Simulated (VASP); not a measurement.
A run of VASP 6.6.1 is set up as follows.

INCAR

```
SYSTEM = Sn
ALGO = Normal
EDIFF = 1E-7
ENCUT = 520
GGA = PE
ISIF = 2
ISMEAR = -1
LASPH = .TRUE.
LCHARG = .FALSE.
LREAL = .FALSE.
LWAVE = .FALSE.
NBANDS = 21
NELM = 80
PREC = Accurate
SIGMA = 0.05
```

Contents of KPOINTS:

```
k-points
0
G
  13 13 7
  0 0 0
```

File POSCAR:

```
Sn
1.0
    2.8729128576      0.0000000000      0.0000000000
   -1.4364564288      2.4880155175      0.0000000000
    0.0000000000      0.0000000000      4.6546651910
Sn
2
Direct
    0.3333333333      0.6666666667      0.2500000000
    0.6666666667      0.3333333333      0.7500000000
```

Potentials or basis: VASP PAW PBE potentials, release 64 (Sn_d).

Launch:

```console
$ cat potpaw_PBE.64/Sn_d/POTCAR > POTCAR
$ mpirun -np 1 vasp_std > vasp.out
```

(1) Estimate the pressure.

(2) Estimate the band gap on the k mesh.

Answers

(1) 81.9 GPa.

(2) zero (bands 14 and 15 overlap by 12.54 eV).

Caveat: the cell stands under pressure; spin-orbit coupling is left out, which moves the levels of the heavy elements.
